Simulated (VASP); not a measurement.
## Ir: single point with PBEsol

Crystal: Ir.

```
Ir
1.0
     0.00000    1.91743    1.91743
     1.91743    0.00000    1.91743
     1.91743    1.91743    0.00000
Ir
1
Direct
  0.00000 0.00000 0.00000
```

```yaml
Program: VASP 6.6.1
Task: single point
Functional: PBEsol
Potentials_or_basis: VASP PAW PBE potentials, release 64 (Ir)
Cutoff: 520 eV
k_mesh: 8 × 8 × 8
Occupations: gaussian, width 0.1 eV
Spin: no spin polarisation
Dipole_correction: no
Further_INCAR_settings: ALGO = Fast; EDIFF = 1e-06; NBANDS = 10
```

```yaml
Pressure: 0.9 GPa
```

Levels at points of the mesh, in eV from the Fermi level:
```csv
k point,band 1,band 2,band 3,band 4,band 5,band 6,band 7,band 8,band 9
"(0.00, 0.00, 0.00)",-11.28,-3.98,-3.98,-3.98,-1.23,-1.23,14.24,19.86,19.86
"(0.50, 0.00, 0.00)",-8.24,-4.07,-4.07,-0.88,0.86,0.86,7.21,13.78,19.73
"(0.50, 0.50, 0.00)",-8.03,-7.46,0.85,1.43,1.43,1.59,10.46,11.62,11.62
```

Run time: 14 s on 1 thread of AMD EPYC 7R13, on a shared host, peak memory 0.1 GiB.

Caveat: the PAW data sets were made with another functional, which shifts forces and pressure a little; spin-orbit coupling is left out, which moves the levels of the heavy elements.
